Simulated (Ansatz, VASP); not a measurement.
Two plane-wave programs on GaAs2

INCAR

```
  ALGO = Normal
  EDIFF = 1E-6
  ENCUT = 520
  GGA = PE
  ISIF = 2
  ISMEAR = 1
  IVDW = 12
  LASPH = T
  LCHARG = F
  LREAL = F
  LWAVE = F
  NBANDS = 32
  NELM = 80
  PREC = Accurate
  SIGMA = 0.0783
```

KPOINTS

```
k-points
0
Gamma
  5 5 3
```

The input POSCAR:

```
GaAs2
1.0
    3.7649910000      0.0000000000      0.0000000000
    0.0000000000      3.7649910000      0.0000000000
    0.0000000000      0.0000000000      7.7953520000
Ga As
2 4
Direct
    0.0000000000      0.5000000000      0.2810000000
    0.5000000000      0.0000000000      0.7190000000
    0.0000000000      0.0000000000      0.0000000000
    0.5000000000      0.5000000000      0.0000000000
    0.0000000000      0.5000000000      0.6390000000
    0.5000000000      0.0000000000      0.3610000000
```

Input for Ansatz:

```yaml
crystal:
  lattice:
    - [3.764991, 0.0, 0.0]
    - [0.0, 3.764991, 0.0]
    - [0.0, 0.0, 7.795352]
  atoms:
    - { symbol: Ga, position: [0.0, 0.5, 0.281] }
    - { symbol: Ga, position: [0.5, 0.0, 0.719] }
    - { symbol: As, position: [0.0, 0.0, 0.0] }
    - { symbol: As, position: [0.5, 0.5, 0.0] }
    - { symbol: As, position: [0.0, 0.5, 0.639] }
    - { symbol: As, position: [0.5, 0.0, 0.361] }
  symmetry: { tolerance: 0.0003 }
kpoints:
  mp_grid: { grid: [5, 5, 3], shift: [0, 0, 0] }
magnetization:
  spin_polarized: false
scf:
  occupations: { method: methfessel_paxton, width: 0.0783 }
  eigensolver: { kind: davidson }
hamiltonian:
  pseudopotentials: { kind: paw }
  xc: pbe
  dispersion: d3bj
basis:
  ecutwfc: 420
output:
  forces: true
  stress: true
  eigenvalues: true
```

Alike in both runs: task single point; functional PBE; dispersion D3(BJ); k mesh 5 × 5 × 3; occupations methfessel-paxton of order 1, width 0.0783 eV; no spin polarisation.

|  | VASP | Ansatz |
| --- | --- | --- |
| version | VASP 6.6.1 | Ansatz 0.2.0 |
| potentials or method | VASP PAW PBE potentials, release 64 (Ga_d, As), cutoff 520 eV | PAW plane waves |
| valence electrons in the cell | 46 | 86 |

|  | VASP | Ansatz | Ansatz less VASP |
| --- | --- | --- | --- |
| gap on the k mesh at the Fermi level (eV) | none | none | - |
| pressure (GPa) | 2.0 | 1.8 | -0.18 |
| traceless stress, the component that is largest in VASP (GPa) | -3.59 | -3.57 | +0.015 |
| rms of the force components (eV/Å) | 0.259 | 0.256 | -0.0033 |

Atom by atom the forces differ by 0.003 eV/Å (rms over components). A gap of «none» marks a metal or a gap that the smearing closes. VASP's potentials hold 46 valence electrons a cell and Ansatz's 86, so a difference there can come from the potentials and not from the codes.
